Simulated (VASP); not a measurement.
# FeGe (P1) in VASP: notebook

The runs below take FeGe through single point, with r2SCAN.

Everything below comes from runs of VASP 6.6.1. Logs are shortened: lines on timing, memory, paths and dates and some standing lists are left out, and cuts for length are marked.

### 1 The cell of the first run

The typed cell holds 2 atoms: a = 3.010 Å, b = 3.010 Å, c = 3.010 Å, α = 90.00°, β = 90.00°, γ = 90.00°.

### 2 Single point, r2SCAN, collinear spin, ferromagnetic start

POSCAR

```
FeGe
1.0
    3.0101393726      0.0000000000      0.0000000000
    0.0000000000      3.0101393726      0.0000000000
    0.0000000000      0.0000000000      3.0101393726
Fe Ge
1 1
Direct
    0.0000000000      0.0000000000      0.0000000000
    0.4633440200      0.4507515000      0.4535288900
```

INCAR.step1

```
SYSTEM = FeGe
PREC = Accurate
ENCUT = 520
ISMEAR = 0
SIGMA = 0.05
LREAL = .False.
LASPH = .True.
NELM = 150
ISPIN = 2
MAGMOM = 2 0
LMAXMIX = 4
NBANDS = 22
GGA = PE
ALGO = Normal
EDIFF = 1E-4
LWAVE = .True.
LCHARG = .False.
```

INCAR.step2

```
SYSTEM = FeGe
PREC = Accurate
ENCUT = 520
EDIFF = 1E-6
ISMEAR = 0
SIGMA = 0.05
LREAL = .False.
LASPH = .True.
NELM = 150
ALGO = Normal
ISIF = 2
LWAVE = .False.
LCHARG = .False.
ISPIN = 2
MAGMOM = 2 0
LORBIT = 11
LMAXMIX = 4
METAGGA = R2SCAN
LMIXTAU = .True.
NBANDS = 22
ISTART = 1
```

KPOINTS

```
regular mesh
0
Gamma
  3 3 3
  0 0 0
```

Potentials or basis: VASP PAW PBE potentials, release 64 (Fe, Ge_d).

Command:

```
> cat potpaw_PBE.64/Fe/POTCAR potpaw_PBE.64/Ge_d/POTCAR > POTCAR
> cp INCAR.step1 INCAR
> mpirun -np 1 vasp_std > vasp.out
> cp INCAR.step2 INCAR
> mpirun -np 1 vasp_std > vasp.out
```

OUTCAR:

```text
SYSTEM = FeGe
   PREC = Accurate
   ENCUT = 520
   EDIFF = 1E-6
   ISMEAR = 0
   LREAL = .False.
   LASPH = .True.
   NELM = 150
   ISIF = 2
   ISPIN = 2
   LORBIT = 11
   METAGGA = R2SCAN
   ISTART = 1

 ion  position               nearest neighbor table
   1  0.000  0.000  0.000-   2 2.38   2 2.51   2 2.55   2 2.56   2 2.68   2 2.68   2 2.72   2 2.84

   2  0.463  0.451  0.454-   1 2.38   1 2.51   1 2.55   1 2.56   1 2.68   1 2.68   1 2.72   1 2.84

  LATTYP: Found a simple cubic cell.
 ALAT       =     3.0101393726

  Lattice vectors:

 A1 = (   3.0101393726,   0.0000000000,   0.0000000000)
 A2 = (   0.0000000000,   3.0101393726,   0.0000000000)
 A3 = (   0.0000000000,   0.0000000000,   3.0101393726)

Analysis of symmetry for initial positions (statically):
=====================================================================
 Subroutine PRICEL returns:
 Original cell was already a primitive cell.

 Routine SETGRP: Setting up the symmetry group for a
 simple cubic supercell.

 Subroutine GETGRP returns: Found  1 space group operations
 (whereof  1 operations were pure point group operations)
 out of a pool of 48 trial point group operations.

The static configuration has the point symmetry C_1 .

Analysis of symmetry for dynamics (positions and initial velocities):
=====================================================================
 Subroutine PRICEL returns:
 Original cell was already a primitive cell.

 Routine SETGRP: Setting up the symmetry group for a
 simple cubic supercell.

 Subroutine GETGRP returns: Found  1 space group operations
 (whereof  1 operations were pure point group operations)
 out of a pool of 48 trial point group operations.

The dynamic configuration has the point symmetry C_1 .

Analysis of structural, dynamic, and magnetic symmetry:
=====================================================================
 Subroutine PRICEL returns:
 Original cell was already a primitive cell.

 Routine SETGRP: Setting up the symmetry group for a
 simple cubic supercell.

 Subroutine GETGRP returns: Found  1 space group operations
 (whereof  1 operations were pure point group operations)
 out of a pool of 48 trial point group operations.

The overall configuration has the point symmetry C_1 .

 Subroutine INISYM returns: Found  1 space group operations
 (whereof  1 operations are pure point group operations),
 and found     1 'primitive' translations

[... 104 lines left out ...]
  volume/ion in A,a.u.               =      13.64        92.03
  Fermi-wavevector in a.u.,A,eV,Ry     =   1.523921  2.879793 31.597289  2.322335
  Thomas-Fermi vector in A             =   2.632298
   LORBIT       =     11    0 simple, 1 ext, 2 COOP (PROOUT), +10 PAW based schemes
   METAGGA = R2SCAN    functional components
   LHFCALC =     F    Hartree Fock is set to
   AEXX    =    0.0000 exact exchange contribution
   IVDW    =     0    specifies the selected vdW correction
   LEPSILON=     F    determine dielectric tensor
   LRPA    =     F    only Hartree local field effects (RPA)
 spin polarized calculation
 Gauss-broadening in eV      SIGMA  =   0.05
  energy-cutoff  :      520.00
  volume of cell :       27.27
 maximum number of plane-waves:       748
 NGX is ok and might be reduce to    24
   NGX = 11   NGY = 11   NGZ = 11

 number of electron      22.0000005 magnetization       0.0000000

 number of electron      22.0000005 magnetization      -0.0000000

 Free energy of the ion-electron system (eV)
  ---------------------------------------------------
  ext. energy  EPLUGINS =         0.00000000
  ---------------------------------------------------
  free energy    TOTEN  =       -27.27571587 eV

  energy without entropy =      -27.27571587  energy(sigma->0) =      -27.27571587

 E-fermi :   7.2462     XC(G=0): -13.8478

 val. band max:        6.8780241365   @ k =   0.3333   0.0000   0.0000
 cond. band min:       7.5283291762   @ k =   0.3333  -0.3333   0.3333
 fundamental gap:      0.6503050396
 Fermi energy:         7.2462112750

 spin component 1

 k-point     1 :       0.0000    0.0000    0.0000
  band No.  band energies     occupation
      1     -18.2285      1.00000
      2     -18.2261      1.00000
      3     -18.1435      1.00000
      4     -18.1328      1.00000
      5     -18.1306      1.00000
      6      -6.1296      1.00000
[... 339 lines left out ...]
     21      32.0911      0.00000
     22      34.9369      0.00000
 Fermi energy:         7.2462112750

 spin component 2

 k-point     1 :       0.0000    0.0000    0.0000
  band No.  band energies     occupation
      1     -18.2285      1.00000
      2     -18.2261      1.00000
      3     -18.1435      1.00000
      4     -18.1328      1.00000
      5     -18.1306      1.00000
      6      -6.1295      1.00000
[... 339 lines left out ...]
     21      32.0910      0.00000
     22      34.9369      0.00000

------------------------ aborting loop because EDIFF is reached ----------------------------------------

  FORCE on cell =-STRESS in cart. coord.  units (eV):
  Direction    XX          YY          ZZ          XY          YZ          ZX
  --------------------------------------------------------------------------------------
  -------------------------------------------------------------------------------------
  Total       -3.5787352     -3.5739486     -3.5748389      0.4736468      0.5853246      0.4502942
  in kB     -210.2230519   -209.9418752   -209.9941704     27.8230921     34.3833020     26.4513083
  external PRESSURE =    -210.0530325 kB  Pullay stress =       0.0000000 kB

 VOLUME and BASIS-vectors are now :
 -----------------------------------------------------------------------------
  energy-cutoff  :      520.00
  volume of cell :       27.27
      direct lattice vectors                 reciprocal lattice vectors
     3.010139373  0.000000000  0.000000000     0.332210531  0.000000000  0.000000000
     0.000000000  3.010139373  0.000000000     0.000000000  0.332210531  0.000000000
     0.000000000  0.000000000  3.010139373     0.000000000  0.000000000  0.332210531

 POSITION                                       TOTAL-FORCE (eV/Angst)
 -----------------------------------------------------------------------------------
      0.00000      0.00000      0.00000        -0.214694     -0.271454     -0.261217
      1.39473      1.35682      1.36519         0.214694      0.271454      0.261217
 -----------------------------------------------------------------------------------
    total drift:                               -0.006827      0.007064      0.005611

  FREE ENERGIE OF THE ION-ELECTRON SYSTEM (eV)
  ---------------------------------------------------
  free  energy   TOTEN  =       -27.2757158653 eV

  energy  without entropy=      -27.2757158653  energy(sigma->0) =      -27.27571587

 total charge

# of ion       s       p       d       tot
------------------------------------------
    1        0.369   0.423   6.419   7.211
    2        1.066   1.165  10.102  12.333
--------------------------------------------------
tot          1.435   1.588  16.520  19.544

 magnetization (x)

# of ion       s       p       d       tot
------------------------------------------
    1        0.000   0.000  -0.000  -0.000
    2        0.000   0.000   0.000   0.000
--------------------------------------------------
tot          0.000   0.000  -0.000  -0.000
```

OUTCAR.step1:

```text
SYSTEM = FeGe
   PREC = Accurate
   ENCUT = 520
   ISMEAR = 0
   LREAL = .False.
   LASPH = .True.
[... 932 lines left out ...]
      0.00000      0.00000      0.00000        -0.267825     -0.332783     -0.319544
      1.39473      1.35682      1.36519         0.267825      0.332783      0.319544
 -----------------------------------------------------------------------------------
    total drift:                                0.000879     -0.000893     -0.001311

  FREE ENERGIE OF THE ION-ELECTRON SYSTEM (eV)
  ---------------------------------------------------
  free  energy   TOTEN  =       -12.5192333019 eV

  energy  without entropy=      -12.5192333019  energy(sigma->0) =      -12.51923330
```

Wall time 25 s (1 thread of Intel Xeon 6975P-C (Granite Rapids), shared host); peak memory 0.15 GiB.

Results:

```
Free energy                                           : -27.2757 eV
Pressure                                              : -21.0 GPa
Largest force                                         : 0.434 eV/Å
Band gap on the k mesh                                : 0.65 eV, indirect (least direct gap 0.77 eV)
Net moment                                            : 0.00 μB per cell
Valence electrons inside the program's atomic spheres : Fe 7.21; Ge 12.33
```

Forces in eV/Å, atoms in the order of the input:
```
Fe  -0.215 -0.271 -0.261
Ge   0.215  0.271  0.261
```

Stress tensor (GPa, compression positive):
```
-21.02   2.78   2.65
  2.78 -20.99   3.44
  2.65   3.44 -21.00
```

Caveat: the k points lie up to 0.70 Å⁻¹ apart; the starting moments collapsed, and a magnetic state may lie lower; the PAW data sets were made with another functional, which shifts forces and pressure a little.

### 3 Single point, r2SCAN, collinear spin, ferromagnetic start

POSCAR is that of step 2.

INCAR.step1

```
PREC = Accurate
ENCUT = 520
ISMEAR = 0
SIGMA = 0.05
LREAL = F
LASPH = T
NELM = 150
ISPIN = 2
MAGMOM = 4 0
LMAXMIX = 4
NBANDS = 22
GGA = PE
ALGO = Normal
EDIFF = 1E-4
LWAVE = T
LCHARG = F
```

INCAR.step2

```
PREC = Accurate
ENCUT = 520
EDIFF = 1E-6
ISMEAR = 0
SIGMA = 0.05
LREAL = F
LASPH = T
NELM = 150
ALGO = Normal
ISIF = 2
LWAVE = F
LCHARG = F
ISPIN = 2
MAGMOM = 4 0
LORBIT = 11
LMAXMIX = 4
METAGGA = R2SCAN
LMIXTAU = T
NBANDS = 22
ISTART = 1
```

KPOINTS

```
regular mesh
0
Gamma
  3 3 3
```

Potentials or basis: VASP PAW PBE potentials, release 64 (Fe, Ge_d).

Command:

```
> cat potpaw_PBE.64/Fe/POTCAR potpaw_PBE.64/Ge_d/POTCAR > POTCAR
> cp INCAR.step1 INCAR
> mpirun -np 1 vasp_std > vasp.out
> cp INCAR.step2 INCAR
> mpirun -np 1 vasp_std > vasp.out
```

OUTCAR:

```text
PREC = Accurate
   ENCUT = 520
   EDIFF = 1E-6
   ISMEAR = 0
   LREAL = F
   LASPH = T
   NELM = 150
   ISIF = 2
   ISPIN = 2
   LORBIT = 11
   METAGGA = R2SCAN
   ISTART = 1

 ion  position               nearest neighbor table
   1  0.000  0.000  0.000-   2 2.38   2 2.51   2 2.55   2 2.56   2 2.68   2 2.68   2 2.72   2 2.84

   2  0.463  0.451  0.454-   1 2.38   1 2.51   1 2.55   1 2.56   1 2.68   1 2.68   1 2.72   1 2.84

  LATTYP: Found a simple cubic cell.
 ALAT       =     3.0101393726

  Lattice vectors:

 A1 = (   3.0101393726,   0.0000000000,   0.0000000000)
 A2 = (   0.0000000000,   3.0101393726,   0.0000000000)
 A3 = (   0.0000000000,   0.0000000000,   3.0101393726)

Analysis of symmetry for initial positions (statically):
=====================================================================
 Subroutine PRICEL returns:
 Original cell was already a primitive cell.

 Routine SETGRP: Setting up the symmetry group for a
 simple cubic supercell.

 Subroutine GETGRP returns: Found  1 space group operations
 (whereof  1 operations were pure point group operations)
 out of a pool of 48 trial point group operations.

The static configuration has the point symmetry C_1 .

Analysis of symmetry for dynamics (positions and initial velocities):
=====================================================================
 Subroutine PRICEL returns:
 Original cell was already a primitive cell.

 Routine SETGRP: Setting up the symmetry group for a
 simple cubic supercell.

 Subroutine GETGRP returns: Found  1 space group operations
 (whereof  1 operations were pure point group operations)
 out of a pool of 48 trial point group operations.

The dynamic configuration has the point symmetry C_1 .

Analysis of structural, dynamic, and magnetic symmetry:
=====================================================================
 Subroutine PRICEL returns:
 Original cell was already a primitive cell.

 Routine SETGRP: Setting up the symmetry group for a
 simple cubic supercell.

 Subroutine GETGRP returns: Found  1 space group operations
 (whereof  1 operations were pure point group operations)
 out of a pool of 48 trial point group operations.

The overall configuration has the point symmetry C_1 .

 Subroutine INISYM returns: Found  1 space group operations
 (whereof  1 operations are pure point group operations),
 and found     1 'primitive' translations

----------------------------------------------------------------------------------------

                                     Primitive cell

  volume of cell :      27.2747

  direct lattice vectors                    reciprocal lattice vectors
     3.010139373  0.000000000  0.000000000     0.332210531  0.000000000  0.000000000
     0.000000000  3.010139373  0.000000000     0.000000000  0.332210531  0.000000000
     0.000000000  0.000000000  3.010139373     0.000000000  0.000000000  0.332210531

  length of vectors
[... 58 lines left out ...]
   ions per type =               1   1
   NGX,Y,Z   is equivalent  to a cutoff of  13.25, 13.25, 13.25 a.u.
   NGXF,Y,Z  is equivalent  to a cutoff of  26.51, 26.51, 26.51 a.u.
 SYSTEM =  unknown system
   PREC   = accura    normal or accurate (medium, high low for compatibility)
   ISTART =      1    job   : 0-new  1-cont  2-samecut
   ICHARG =      0    charge: 1-file 2-atom 10-const
   ISPIN  =      2    spin polarized calculation?
   LNONCOLLINEAR =      F non collinear calculations
   LSORBIT =      F    spin-orbit coupling
   LASPH  =      T    aspherical Exc in radial PAW
   ENCUT  =  520.0 eV  38.22 Ry    6.18 a.u.   5.60  5.60  5.60*2*pi/ulx,y,z
   NELM   =    150;   NELMIN=  2; NELMDL=  0     # of ELM steps
   EDIFF  = 0.1E-05   stopping-criterion for ELM
   LREAL  =      F    real-space projection
   EDIFFG = 0.1E-04   stopping-criterion for IOM
   NSW    =      0    number of steps for IOM
   IBRION =     -1    ionic relax: 0-MD 1-quasi-New 2-CG
   NFREE  =      0    steps in history (QN), initial steepest desc. (CG)
   ISIF   =      2    stress and relaxation
   ISYM   =      2    0-nonsym 1-usesym 2-fastsym
   POTIM  = 0.5000    time-step for ionic-motion
   TEBEG  =    0.0;   TEEND  =   0.0 temperature during run
   PSTRESS=    0.0 pullay stress
   NELECT =      22.0000    total number of electrons
   NUPDOWN=      -1.0000    fix difference up-down
   EMIN   =  10.00;   EMAX   =-10.00  energy-range for DOS
   EFERMI =   0.00;   METHOD = LEGACY
   ISMEAR =     0;   SIGMA  =   0.05  broadening in eV -4-tet -1-fermi 0-gaus
   EFERMI_NEDOS =   21; number of points for ismear=-14 and -15
   IALGO  =     38    algorithm
   IMIX   =      4    mixing-type and parameters
     AMIX     =   0.40;   BMIX     =  1.00
     AMIX_MAG =   1.60;   BMIX_MAG =  1.00
  volume/ion in A,a.u.               =      13.64        92.03
  Fermi-wavevector in a.u.,A,eV,Ry     =   1.523921  2.879793 31.597289  2.322335
  Thomas-Fermi vector in A             =   2.632298
   LORBIT       =     11    0 simple, 1 ext, 2 COOP (PROOUT), +10 PAW based schemes
   METAGGA = R2SCAN    functional components
   LHFCALC =     F    Hartree Fock is set to
   AEXX    =    0.0000 exact exchange contribution
   IVDW    =     0    specifies the selected vdW correction
   LEPSILON=     F    determine dielectric tensor
   LRPA    =     F    only Hartree local field effects (RPA)
 spin polarized calculation
 Gauss-broadening in eV      SIGMA  =   0.05
  energy-cutoff  :      520.00
  volume of cell :       27.27
 maximum number of plane-waves:       748
 NGX is ok and might be reduce to    24
   NGX = 11   NGY = 11   NGZ = 11

 number of electron      22.0000006 magnetization       1.9258864

 Free energy of the ion-electron system (eV)
  ---------------------------------------------------
  ext. energy  EPLUGINS =         0.00000000
  ---------------------------------------------------
  free energy    TOTEN  =       -27.46301297 eV

  energy without entropy =      -27.46115746  energy(sigma->0) =      -27.46208521

 E-fermi :   7.3084     XC(G=0): -13.7910

 val. band max:        7.2837481284   @ k =   0.3333   0.3333   0.0000
 cond. band min:       7.4713574859   @ k =   0.0000   0.0000   0.0000
 fundamental gap:      0.1876093576
 Fermi energy:         7.3084182548

 spin component 1

 k-point     1 :       0.0000    0.0000    0.0000
  band No.  band energies     occupation
      1     -17.7008      1.00000
      2     -17.7002      1.00000
      3     -17.6163      1.00000
      4     -17.6080      1.00000
      5     -17.6073      1.00000
      6      -5.9621      1.00000
[... 339 lines left out ...]
     21      31.9276      0.00000
     22      34.8835      0.00000
 Fermi energy:         7.3084182548

 spin component 2

 k-point     1 :       0.0000    0.0000    0.0000
  band No.  band energies     occupation
      1     -17.6923      1.00000
      2     -17.6921      1.00000
      3     -17.5987      1.00000
      4     -17.5950      1.00000
      5     -17.5947      1.00000
      6      -6.0867      1.00000
[... 339 lines left out ...]
     21      32.4510      0.00000
     22      34.9920      0.00000

------------------------ aborting loop because EDIFF is reached ----------------------------------------

  FORCE on cell =-STRESS in cart. coord.  units (eV):
  Direction    XX          YY          ZZ          XY          YZ          ZX
  --------------------------------------------------------------------------------------
  -------------------------------------------------------------------------------------
  Total       -0.6126622     -0.7128172     -0.7115233      0.4145211      0.5283972      0.3968973
  in kB      -35.9891740    -41.8725058    -41.7964961     24.3499106     31.0392541     23.3146502
  external PRESSURE =     -39.8860586 kB  Pullay stress =       0.0000000 kB

 VOLUME and BASIS-vectors are now :
 -----------------------------------------------------------------------------
  energy-cutoff  :      520.00
  volume of cell :       27.27
      direct lattice vectors                 reciprocal lattice vectors
     3.010139373  0.000000000  0.000000000     0.332210531  0.000000000  0.000000000
     0.000000000  3.010139373  0.000000000     0.000000000  0.332210531  0.000000000
     0.000000000  0.000000000  3.010139373     0.000000000  0.000000000  0.332210531

 POSITION                                       TOTAL-FORCE (eV/Angst)
 -----------------------------------------------------------------------------------
      0.00000      0.00000      0.00000        -0.474283     -0.613039     -0.584787
      1.39473      1.35682      1.36519         0.474283      0.613039      0.584787
 -----------------------------------------------------------------------------------
    total drift:                               -0.005522      0.005823      0.004889

  FREE ENERGIE OF THE ION-ELECTRON SYSTEM (eV)
  ---------------------------------------------------
  free  energy   TOTEN  =       -27.4630129651 eV

  energy  without entropy=      -27.4611574632  energy(sigma->0) =      -27.46208521

 total charge

# of ion       s       p       d       tot
------------------------------------------
    1        0.391   0.413   6.338   7.141
    2        1.139   1.210  10.080  12.428
--------------------------------------------------
tot          1.529   1.623  16.417  19.570

 magnetization (x)

# of ion       s       p       d       tot
------------------------------------------
    1        0.010   0.010   1.945   1.965
    2        0.051  -0.042  -0.011  -0.002
--------------------------------------------------
tot          0.061  -0.032   1.934   1.963
```

Run time: 35 s. Hardware: 1 thread of Intel Xeon 6975P-C (Granite Rapids), shared host; peak memory 0.16 GiB.

What came out:

- Free energy: -27.4630 eV
- Pressure: -4.0 GPa
- Largest force: 0.971 eV/Å
- Net moment: 1.93 μB per cell
- Site moments: Fe +1.97; Ge -0.00 μB
- Valence electrons inside the program's atomic spheres: Fe 7.14; Ge 12.43

Forces on the atoms (eV/Å):
```
Fe  -0.474 -0.613 -0.585
Ge   0.474  0.613  0.585
```

Caveat: the k points lie up to 0.70 Å⁻¹ apart; the PAW data sets were made with another functional, which shifts forces and pressure a little.
